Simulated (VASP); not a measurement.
Write the native input for VASP 6.6.1 that does the following.

| Item | Value |
| --- | --- |
| Task | single point |
| Functional | PBE |
| Potentials or basis | VASP PAW PBE potentials, release 64 (B, P) |
| Cutoff | 520 eV |
| k mesh | 10 × 10 × 10 |
| Occupations | gaussian, width 0.05 eV |
| Spin | no spin polarisation |
| Dipole correction | no |
| Further INCAR settings | ALGO = Normal; EDIFF = 1e-06; NBANDS = 11 |

The structure of BP lies in POSCAR:

```
BP
1.0
    0.0000000000      2.1839125000      2.2690000000
    2.1839125000      0.0000000000      2.2690000000
    2.1839125000      2.1839125000      0.0000000000
B P
1 1
Direct
    0.0000000000      0.0000000000      0.0000000000
    0.7500000000      0.7500000000      0.7500000000
```

This cell differs from its parent crystal: strain -0.0375 x Voigt [1, 1, 0, 0, 0, 0].

These files were run (other wordings do the same):

INCAR

```
ALGO = Normal
EDIFF = 1E-6
ENCUT = 520
GGA = PE
ISIF = 2
ISMEAR = 0
LASPH = T
LCHARG = F
LREAL = F
LWAVE = F
NBANDS = 11
NELM = 100
PREC = Accurate
SIGMA = 0.05
```

KPOINTS

```
k-points
0
Gamma
  10 10 10
```

Potentials or basis: VASP PAW PBE potentials, release 64 (B, P).

The run is started by

```sh
$ cat potpaw_PBE.64/B/POTCAR potpaw_PBE.64/P/POTCAR > POTCAR
$ mpirun -np 1 vasp_std > vasp.out
```

It gave:

| Quantity | Value |
| --- | --- |
| Pressure | 15.4 GPa |
| Band gap on the k mesh | 0.84 eV, indirect (least direct gap 3.33 eV) |

Caveat: the cell differs from its parent crystal (strain -0.0375 x Voigt [1, 1, 0, 0, 0, 0]).

Run time: 17 s on 1 thread of Intel(R) Xeon(R) Platinum 8488C (Sapphire Rapids) (shared host), peak memory 0.14 GiB.
